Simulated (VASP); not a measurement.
**TiH5: relaxation of cell and atoms with PBE**

The system is TiH5.

```
CELL_PARAMETERS angstrom
3.60210 0.00000 0.00000
-1.80105 3.11951 0.00000
0.00000 0.00000 4.88967
ATOMIC_POSITIONS crystal
Ti 0.00000 0.00000 0.50000
H 0.66667 0.33333 0.79599
H 0.00000 0.00000 0.00000
H 0.66667 0.33333 0.20401
H 0.33333 0.66667 0.20401
H 0.33333 0.66667 0.79599
```

The cell was built from a structure type or drawn by symmetry, and may not be a known phase.

| Quantity | Value |
| --- | --- |
| Program | VASP 6.6.1 |
| Task | relaxation of cell and atoms |
| Functional | PBE |
| Potentials or basis | VASP PAW PBE potentials, release 64 (Ti_sv, H) |
| Cutoff | 500 eV |
| k mesh | 5 × 5 × 3 |
| Occupations | gaussian, width 0.2 eV |
| Spin | no spin polarisation |
| Dipole correction | no |
| Further INCAR settings | ALGO = Normal; EDIFF = 1e-07; IBRION = 2; EDIFFG = -0.08; NSW = 36; ISIF = 3 |

```json
{
  "Relaxed volume": "5.10 Å³/atom",
  "Relaxed cell": "a = 3.000 Å, b = 3.000 Å, c = 3.925 Å, α = 90.00°, β = 90.00°, γ = 120.00°",
  "Space group after relaxing (to 0.1 Å)": "P6/mmm (No. 191)",
  "Pressure after relaxing": "-0.7 GPa",
  "Largest force after relaxing": "0.034 eV/Å",
  "Band gap on the k mesh": "zero (an odd number of electrons rules out a gap without spin polarisation)"
}
```

Forces on the atoms (eV/Å):
```
Ti   0.000  0.000  0.000
H    0.000  0.000 -0.034
H    0.000  0.000  0.000
H    0.000  0.000  0.034
H    0.000  0.000  0.034
H    0.000  0.000 -0.034
```

Stress tensor (GPa, compression positive):
```
-0.85  0.00  0.00
 0.00 -0.85  0.00
 0.00  0.00 -0.29
```

Final structure:
```
CELL_PARAMETERS angstrom
2.99977 0.00000 0.00000
-1.49989 2.59788 0.00000
0.00000 0.00000 3.92545
ATOMIC_POSITIONS crystal
Ti 0.00000 0.00000 0.50000
H 0.66667 0.33333 0.73421
H 0.00000 0.00000 0.00000
H 0.66667 0.33333 0.26579
H 0.33333 0.66667 0.26579
H 0.33333 0.66667 0.73421
```

Levels at points of the mesh, in eV from the Fermi level:
```csv
k point,band 6,band 7,band 8,band 9,band 10,band 11,band 12
"(0.00, 0.00, 0.00)",-4.75,-4.24,-0.14,-0.14,1.77,1.77,1.96
```

Run time: 3 min on 1 thread of Intel Xeon 8259CL, on a shared host, peak memory 0.18 GiB.

Caveat: the k points lie up to 0.53 Å⁻¹ apart in the final cell, too coarse for converged energies and pressures of a metal; the volume moved by over 15 % at a fixed basis, so the end points are rough; the relaxation stopped at a loose force limit of 0.08 eV/Å, so its end isn't a converged minimum.
